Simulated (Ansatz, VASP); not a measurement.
**MnSb in VASP and in Ansatz**

```
Sb Mn
1.0
     0.00000    2.79502    2.79502
     2.79502    0.00000    2.79502
     2.79502    2.79502    0.00000
Sb Mn
1 1
Cartesian
  2.7950 2.7950 2.7950
  0.0000 0.0000 0.0000
```

Alike in both runs: task single point; functional PBE; k mesh 7 × 7 × 7; occupations fermi-dirac, width 0.05 eV; collinear spin; fixed moment 4 μB.

|  | VASP | Ansatz |
| --- | --- | --- |
| version | VASP 6.6.1 | Ansatz 0.2.0 |
| potentials or method | VASP PAW PBE potentials, release 64 (Sb_d_GW, Mn_sv) | Ansatz PAW |
| plane-wave cutoff (eV) | 680 | 420 |
| valence electrons in the cell | 30 | 30 |

```tsv
	VASP	Ansatz	Ansatz less VASP
pressure (GPa)	0.4	0.7	+0.22
net moment per atom (μB)	2.00	2.00	0.000
size of the moment on the site where the two differ most (μB)	3.63	3.88	+0.243
```

Site moments also hang on the region over which each program counts them.

Neither program's run includes spin-orbit coupling.
